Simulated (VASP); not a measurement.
Here is a VASP 6.6.1 calculation.

Contents of INCAR:

```
SYSTEM = MgO
PREC = Accurate
ENCUT = 520
EDIFF = 1E-6
ISMEAR = -1
SIGMA = 0.01
LREAL = .False.
LASPH = .True.
NELM = 100
ALGO = Normal
ISIF = 2
LWAVE = .False.
LCHARG = .False.
GGA = PS
NBANDS = 11
```

Contents of KPOINTS:

```
regular mesh
0
Gamma
  11 11 11
  0 0 0
```

File POSCAR:

```
MgO
1.0
    0.0000000000      2.1351500000      2.1351500000
    2.1351500000      0.0000000000      2.1351500000
    2.1351500000      2.1351500000      0.0000000000
Mg O
1 1
Direct
    0.0000000000      0.0000000000      0.0000000000
    0.5000000000      0.5000000000      0.5000000000
```

Potentials or basis: VASP PAW PBE potentials, release 64 (Mg, O).

Command:

```console
$ cat potpaw_PBE.64/Mg/POTCAR potpaw_PBE.64/O/POTCAR > POTCAR
$ mpirun -np 1 vasp_std > vasp.out
```

Question: Predict the pressure.

Answer: -6.3 GPa.

Question: Predict the band gap on the k mesh.

Answer: 4.25 eV, direct.

Caveat: the PAW data sets were made with another functional, which shifts forces and pressure a little. As with any semilocal functional, this PBEsol gap is likely too small.
